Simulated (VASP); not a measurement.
Wanted: the native input for a VASP 6.6.1 run.

```
Task                   : single point
Functional             : PBE
Potentials or basis    : VASP PAW PBE potentials, release 64 (Ca_sv, S)
Cutoff                 : 500 eV
k mesh                 : 6 × 6 × 6
Occupations            : gaussian, width 0.01 eV
Spin                   : no spin polarisation
Dipole correction      : no
Further INCAR settings : ALGO = Normal; EDIFF = 1e-06; NBANDS = 15
```

The structure of CaS lies in POSCAR:

```
CaS
1.0
    0.0000000000      2.8479451034      2.8479451034
    2.8479451034      0.0000000000      2.8479451034
    2.8479451034      2.8479451034      0.0000000000
Ca S
1 1
Direct
    0.0000000000      0.0000000000      0.0000000000
    0.5000000000      0.5000000000      0.5000000000
```

These files were run (other wordings do the same):

INCAR

```
PREC = Accurate
ENCUT = 500
EDIFF = 1E-6
ISMEAR = 0
SIGMA = 0.01
LREAL = False
LASPH = True
NELM = 120
ALGO = Normal
ISIF = 2
LWAVE = False
LCHARG = False
GGA = PE
NBANDS = 15
GGA_COMPAT = False
```

KPOINTS

```
Automatic mesh
0
Gamma
  6 6 6
```

Potentials or basis: VASP PAW PBE potentials, release 64 (Ca_sv, S).

The run is started by

```console
$ cat potpaw_PBE.64/Ca_sv/POTCAR potpaw_PBE.64/S/POTCAR > POTCAR
$ mpirun -np 1 vasp_std > vasp.out
```

Results of the run:

| Quantity | Value |
| --- | --- |
| Pressure | 0.6 GPa |
| Band gap on the k mesh | 2.36 eV (least direct gap 3.16 eV) |

Run time: 16 s on 1 thread of Intel(R) Xeon(R) Platinum 8488C (Sapphire Rapids), on a shared host, peak memory 0.16 GiB.
